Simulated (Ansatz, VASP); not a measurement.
**Two plane-wave programs on W**

```xyz
1
Lattice="0.0000 2.2543 1.4932 2.2543 0.0000 1.4932 2.2543 2.2543 0.0000" Properties=species:S:1:pos:R:3 pbc="T T T"
W     0.0000    0.0000    0.0000
```

Alike in both runs: task single point; functional LDA; k mesh 22 × 22 × 22; occupations gaussian, width 0.15 eV; no spin polarisation.

```csv
,VASP,Ansatz
version,VASP 6.6.1,Ansatz 0.2.0
potentials or method,"VASP PAW LDA potentials, release 64 (W_sv), cutoff 520 eV","scalar-relativistic, plane waves, PAW"
valence electrons in the cell,14,14
```

```tsv
	VASP	Ansatz	Ansatz less VASP
gap on the k mesh at the Fermi level (eV)	none	none	-
pressure (GPa)	8.1	6.1	-2.03
traceless stress, the component that is largest in VASP (GPa)	15.69	15.64	-0.053
```

Ansatz warns that its potentials were made for another functional, while VASP's fit it. LDA's correlation is that of Perdew and Zunger in VASP and of Perdew and Wang (1992) in Ansatz. A gap of «none» marks a metal or a gap that the smearing closes.

Neither program's run includes spin-orbit coupling.
